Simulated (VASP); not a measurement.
# BiAs (zincblende type) (F-43m) in VASP: a series of runs

BiAs (zincblende type) is run at these levels: PBE, PBE+D3(BJ); tasks: single point.

Program: VASP 6.6.1. These are calculated values, not measurements. Logs are shortened: lines on timing, memory, paths and dates and some standing lists are left out, and cuts for length are marked.

### Step 1. The cell of the first run

It takes space group F-43m (No. 216, cubic). The conventional cell has a = 6.706 Å, b = 6.706 Å, c = 6.706 Å, α = 90.00°, β = 90.00°, γ = 90.00°. Within 3.8 Å of As (site symmetry -43m) lie 4 Bi at 2.90 Å. Within 3.8 Å of Bi (site symmetry -43m) lie 4 As at 2.90 Å.

### Step 2. Single point, PBE

INCAR reads:

```
PREC = Accurate ; ENCUT = 520
EDIFF = 1E-6 ; ISMEAR = -1
SIGMA = 0.05 ; LREAL = False
LASPH = True ; NELM = 100
ALGO = Normal ; ISIF = 2
LWAVE = False ; LCHARG = False
GGA = PE ; NBANDS = 17
```

KPOINTS reads:

```
regular mesh
0
Gamma
  3 3 3
```

POSCAR reads:

```
BiAs
1.0
    0.0000000000      3.3531471192      3.3531471192
    3.3531471192      0.0000000000      3.3531471192
    3.3531471192      3.3531471192      0.0000000000
As Bi
1 1
Direct
    0.0000000000      0.0000000000      0.0000000000
    0.2500000000      0.2500000000      0.2500000000
```

Potentials or basis: VASP PAW PBE potentials, release 64 (As, Bi_d).

Command:

```
> cat potpaw_PBE.64/As/POTCAR potpaw_PBE.64/Bi_d/POTCAR > POTCAR
> mpirun -np 1 vasp_std > vasp.out
```

OUTCAR:

```text
PREC = Accurate
   ENCUT = 520
   EDIFF = 1E-6
   ISMEAR = -1
   LREAL = False
   LASPH = True
   NELM = 100
   ISIF = 2
   GGA = PE

 ion  position               nearest neighbor table
   1  0.000  0.000  0.000-   2 2.90   2 2.90   2 2.90   2 2.90
   2  0.250  0.250  0.250-   1 2.90   1 2.90   1 2.90   1 2.90

  LATTYP: Found a face centered cubic cell.
 ALAT       =     6.7062942384

  Lattice vectors:

 A1 = (   0.0000000000,   3.3531471192,   3.3531471192)
 A2 = (   3.3531471192,   0.0000000000,   3.3531471192)
 A3 = (   3.3531471192,   3.3531471192,   0.0000000000)

Analysis of symmetry for initial positions (statically):
=====================================================================
 Subroutine PRICEL returns:
 Original cell was already a primitive cell.

 Routine SETGRP: Setting up the symmetry group for a
 face centered cubic supercell.

 Subroutine GETGRP returns: Found 24 space group operations
 (whereof 24 operations were pure point group operations)
 out of a pool of 48 trial point group operations.

The static configuration has the point symmetry T_d .

Analysis of symmetry for dynamics (positions and initial velocities):
=====================================================================
 Subroutine PRICEL returns:
 Original cell was already a primitive cell.

 Routine SETGRP: Setting up the symmetry group for a
 face centered cubic supercell.

 Subroutine GETGRP returns: Found 24 space group operations
 (whereof 24 operations were pure point group operations)
 out of a pool of 48 trial point group operations.

The dynamic configuration has the point symmetry T_d .

 Subroutine INISYM returns: Found 24 space group operations
 (whereof 24 operations are pure point group operations),
 and found     1 'primitive' translations

----------------------------------------------------------------------------------------

                                     Primitive cell

  volume of cell :      75.4029

  direct lattice vectors                    reciprocal lattice vectors
     0.000000000  3.353147119  3.353147119    -0.149113648  0.149113648  0.149113648
     3.353147119  0.000000000  3.353147119     0.149113648 -0.149113648  0.149113648
     3.353147119  3.353147119  0.000000000     0.149113648  0.149113648 -0.149113648

  length of vectors
[... 49 lines left out ...]
   NGX,Y,Z   is equivalent  to a cutoff of  12.62, 12.62, 12.62 a.u.
   NGXF,Y,Z  is equivalent  to a cutoff of  25.24, 25.24, 25.24 a.u.
 SYSTEM =  unknown system
   PREC   = accura    normal or accurate (medium, high low for compatibility)
   ISTART =      0    job   : 0-new  1-cont  2-samecut
   ICHARG =      2    charge: 1-file 2-atom 10-const
   ISPIN  =      1    spin polarized calculation?
   LNONCOLLINEAR =      F non collinear calculations
   LSORBIT =      F    spin-orbit coupling
   LASPH  =      T    aspherical Exc in radial PAW
   ENCUT  =  520.0 eV  38.22 Ry    6.18 a.u.   8.82  8.82  8.82*2*pi/ulx,y,z
   NELM   =    100;   NELMIN=  2; NELMDL= -5     # of ELM steps
   EDIFF  = 0.1E-05   stopping-criterion for ELM
   LREAL  =      F    real-space projection
[... 7 lines left out ...]
   TEBEG  =    0.0;   TEEND  =   0.0 temperature during run
   PSTRESS=    0.0 pullay stress
   NELECT =      20.0000    total number of electrons
   NUPDOWN=      -1.0000    fix difference up-down
   EMIN   =  10.00;   EMAX   =-10.00  energy-range for DOS
   EFERMI =   0.00;   METHOD = LEGACY
   ISMEAR =    -1;   SIGMA  =   0.05  broadening in eV -4-tet -1-fermi 0-gaus
   EFERMI_NEDOS =   21; number of points for ismear=-14 and -15
   IALGO  =     38    algorithm
   IMIX   =      4    mixing-type and parameters
     AMIX     =   0.40;   BMIX     =  1.00
     AMIX_MAG =   1.60;   BMIX_MAG =  1.00
  volume/ion in A,a.u.               =      37.70       254.42
  Fermi-wavevector in a.u.,A,eV,Ry     =   1.051854  1.987716 15.053449  1.106397
  Thomas-Fermi vector in A             =   2.186914
   LORBIT       =      0    0 simple, 1 ext, 2 COOP (PROOUT), +10 PAW based schemes
   GGA     = PE    functional components
   LHFCALC =     F    Hartree Fock is set to
   AEXX    =    0.0000 exact exchange contribution
   IVDW    =     0    specifies the selected vdW correction
   LEPSILON=     F    determine dielectric tensor
   LRPA    =     F    only Hartree local field effects (RPA)
 non-spin polarized calculation
  energy-cutoff  :      520.00
  volume of cell :       75.40
 maximum number of plane-waves:      2085
   NGX = 17   NGY = 17   NGZ = 17

 number of electron      20.0000008 magnetization

 Free energy of the ion-electron system (eV)
  ---------------------------------------------------
  ext. energy  EPLUGINS =         0.00000000
  ---------------------------------------------------
  free energy    TOTEN  =        -8.29330861 eV

  energy without entropy =       -8.27560304  energy(sigma->0) =       -8.28445582

 E-fermi :   3.0365     XC(G=0):  -8.2634

 val. band max:        2.9247697044   @ k =   0.3333   0.3333   0.0000
 cond. band min:       3.1371637564   @ k =   0.3333   0.3333   0.0000
 fundamental gap:      0.2123940520
 Fermi energy:         3.0364600475

 k-point     1 :       0.0000    0.0000    0.0000
  band No.  band energies     occupation
      1     -19.6338      2.00000
      2     -19.6338      2.00000
      3     -19.6338      2.00000
      4     -19.6152      2.00000
      5     -19.6152      2.00000
      6      -9.4730      2.00000
[... 57 lines left out ...]
      4     -19.6157      2.00000
      5     -19.6139      2.00000
      6      -7.8766      2.00000
[... 9 lines left out ...]
     16      11.6447      0.00000
     17      13.2581      0.00000

------------------------ aborting loop because EDIFF is reached ----------------------------------------

  FORCE on cell =-STRESS in cart. coord.  units (eV):
  Direction    XX          YY          ZZ          XY          YZ          ZX
  --------------------------------------------------------------------------------------
  -------------------------------------------------------------------------------------
  Total       -0.5854760     -0.5854760     -0.5854760      0.0000000      0.0000000     -0.0000000
  in kB      -12.4403292    -12.4403292    -12.4403292      0.0000000      0.0000000     -0.0000000
  external PRESSURE =     -12.4403292 kB  Pullay stress =       0.0000000 kB

 VOLUME and BASIS-vectors are now :
 -----------------------------------------------------------------------------
  energy-cutoff  :      520.00
  volume of cell :       75.40
      direct lattice vectors                 reciprocal lattice vectors
     0.000000000  3.353147119  3.353147119    -0.149113648  0.149113648  0.149113648
     3.353147119  0.000000000  3.353147119     0.149113648 -0.149113648  0.149113648
     3.353147119  3.353147119  0.000000000     0.149113648  0.149113648 -0.149113648

 POSITION                                       TOTAL-FORCE (eV/Angst)
 -----------------------------------------------------------------------------------
      0.00000      0.00000      0.00000        -0.000000     -0.000000     -0.000000
      1.67657      1.67657      1.67657         0.000000      0.000000      0.000000
 -----------------------------------------------------------------------------------
    total drift:                                0.000000      0.000000      0.000000

  FREE ENERGIE OF THE ION-ELECTRON SYSTEM (eV)
  ---------------------------------------------------
  free  energy   TOTEN  =        -8.2933086082 eV

  energy  without entropy=       -8.2756030364  energy(sigma->0) =       -8.28445582
```

It took 4.7 s on 1 thread of AMD EPYC 9R45 (Zen 5), shared host; peak memory 0.16 GiB.

What came out:

| Property | Result |
| --- | --- |
| Free energy | -8.2933 eV |
| Pressure | -1.2 GPa |
| Band gap on the k mesh | 0.21 eV |

Caveat: the k points lie up to 0.54 Å⁻¹ apart; spin-orbit coupling is left out, which moves the levels of the heavy elements; an odd mesh through Γ misses points on the zone boundary, where band edges can lie.

### Step 3. Single point, PBE+D3(BJ)

INCAR reads:

```
ALGO = Normal ; EDIFF = 1E-6
ENCUT = 520 ; GGA = PE
ISIF = 2 ; ISMEAR = -1
IVDW = 12 ; LASPH = T
LCHARG = F ; LREAL = F
LWAVE = F ; NBANDS = 17
NELM = 60 ; PREC = Accurate
SIGMA = 0.05
```

KPOINTS reads:

```
k-points
0
Gamma
  3 3 3
```

POSCAR is that of step 2.

Potentials or basis: VASP PAW PBE potentials, release 64 (As, Bi_d).

Command:

```
> cat potpaw_PBE.64/As/POTCAR potpaw_PBE.64/Bi_d/POTCAR > POTCAR
> mpirun -np 1 vasp_std > vasp.out
```

Wall time 4.8 s (1 thread of AMD EPYC 9R45 (Zen 5), shared host); peak memory 0.17 GiB.

It converged, with:

```
Free energy                : -8.9169 eV
Pressure                   : -2.8 GPa
Band gap on the k mesh     : 0.21 eV
Dispersion energy per atom : -0.312 eV
```

Levels at points of the mesh, in eV from the valence-band top:
| k point | band 7 | band 8 | band 9 | band 10 | band 11 | band 12 | band 13 | band 14 |
| --- | --- | --- | --- | --- | --- | --- | --- | --- |
| (0.00, 0.00, 0.00) | -6.56 | -1.11 | -1.11 | -1.11 | 1.40 | 1.40 | 1.40 | 4.41 |

Caveat: the k points lie up to 0.54 Å⁻¹ apart; three body term missing; spin-orbit coupling is left out, which moves the levels of the heavy elements; an odd mesh through Γ misses points on the zone boundary, where band edges can lie.

### Step 4. Single point, PBE

INCAR reads:

```
PREC = Accurate
ENCUT = 520
EDIFF = 1E-6
ISMEAR = -1
SIGMA = 0.05
LREAL = False
LASPH = True
NELM = 80
ALGO = Normal
ISIF = 2
LWAVE = False
LCHARG = False
GGA = PE
NBANDS = 17
```

KPOINTS reads:

```
regular mesh
0
Gamma
  5 5 5
```

POSCAR is that of step 3.

Command:

```
> cat potpaw_PBE.64/As/POTCAR potpaw_PBE.64/Bi_d/POTCAR > POTCAR
> mpirun -np 1 vasp_std > vasp.out
```

Wall time 7.9 s (1 thread of AMD EPYC 9R45 (Zen 5), shared host); peak memory 0.17 GiB.

The run converged. Its results:

```
Free energy            : -8.1616 eV
Pressure               : -0.1 GPa
Band gap on the k mesh : zero (bands 10 and 11 overlap by 0.32 eV)
```

Levels at points of the mesh, in eV from the Fermi level:
```csv
k point,band 7,band 8,band 9,band 10,band 11,band 12,band 13,band 14
"(0.00, 0.00, 0.00)",-7.06,-1.63,-1.63,-1.63,0.87,0.87,0.87,3.89
```

Caveat: spin-orbit coupling is left out, which moves the levels of the heavy elements.

### Step 5. Single point, PBE

INCAR reads:

```
SYSTEM = BiAs
ALGO     = Normal         ! electronic algorithm
EDIFF    = 1E-6           ! SCF threshold, eV
ENCUT    = 520            ! plane-wave cutoff, eV
GGA      = PE             ! functional
ISIF     = 2              ! what is computed and relaxed
ISMEAR   = -1             ! smearing method
LASPH    = .True.         ! aspherical terms in the spheres
LCHARG   = .True.         ! write CHGCAR
LELF     = .True.         ! ELF
LREAL    = .False.        ! projectors in reciprocal space
LVHAR    = .True.       
LWAVE    = .False.        ! write WAVECAR
NBANDS   = 17             ! bands
NELM     = 60             ! most SCF steps
PREC     = Accurate       ! precision mode
SIGMA    = 0.05           ! smearing width, eV
```

KPOINTS reads:

```
k-points
0
Gamma
  8 8 8
  0 0 0
```

POSCAR is that of step 4.

Command:

```
> cat potpaw_PBE.64/As/POTCAR potpaw_PBE.64/Bi_d/POTCAR > POTCAR
> mpirun -np 1 vasp_std > vasp.out
```

Run time: 20 s. Hardware: 1 thread of AMD EPYC 9R45 (Zen 5), shared host; peak memory 0.19 GiB.

The run converged. Its results:

```
Free energy            : -8.1399 eV
Pressure               : 0.2 GPa
Band gap on the k mesh : zero (bands 10 and 11 overlap by 0.85 eV)
```

Levels at points of the mesh, in eV from the Fermi level:
```csv
k point,band 6,band 7,band 8,band 9,band 10,band 11,band 12,band 13,band 14,band 15
"(0.00, 0.00, 0.00)",-12.84,-6.98,-1.55,-1.55,-1.55,0.94,0.94,0.94,3.97,7.53
"(0.50, 0.00, 0.00)",-11.76,-9.28,-2.50,-2.38,-2.38,2.02,2.02,4.03,5.89,7.16
"(0.50, 0.50, 0.00)",-10.84,-10.36,-3.30,-3.30,-0.50,-0.38,4.63,4.63,6.06,7.25
```

Caveat: spin-orbit coupling is left out, which moves the levels of the heavy elements.

[end of part 1 of 2]

The gap in the log of VASP goes by the Fermi energy; the results here count the filled bands.